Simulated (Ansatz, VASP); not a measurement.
## BeZn3Te4 in VASP and in Ansatz

```
Be Zn Te
1.0
    -3.02502    3.02502    6.03793
     3.02502   -3.02502    6.03793
     3.02502    3.02502   -6.03793
Be Zn Te
1 3 4
Direct
  0.50000 0.50000 0.00000
  0.00000 0.00000 0.00000
  0.25000 0.75000 0.50000
  0.75000 0.25000 0.50000
  0.85449 0.85449 0.47071
  0.38377 0.38377 0.52929
  0.14551 0.61623 0.00000
  0.61623 0.14551 0.00000
```

Alike in both runs: functional PBE; k mesh 6 × 6 × 6; occupations gaussian, width 0.02 eV; no spin polarisation.

Ansatz relaxed the structure, and its values are those at the end. VASP's run is a single point on that final structure, the one shown.

```csv
,VASP,Ansatz
version,VASP 6.6.1,Ansatz 0.2.0
potentials or method,"VASP PAW PBE potentials, release 64 (Be, Zn, Te), cutoff 520 eV","scalar-relativistic, plane waves, PAW"
valence electrons in the cell,62,102
```

|  | VASP | Ansatz | Ansatz less VASP |
| --- | --- | --- | --- |
| gap on the k mesh at the Fermi level (eV) | 1.61 | 1.61 | 0.000 |
| least direct gap on the mesh (eV) | 1.61 | 1.61 | 0.000 |
| pressure (GPa) | 0.1 | 0.0 | -0.10 |
| rms of the force components (eV/Å) | 0.003 | 0.003 | +0.0001 |

VASP's potentials hold 62 valence electrons a cell and Ansatz's 102, so a difference there can come from the potentials and not from the codes.

Spin-orbit coupling is off throughout.
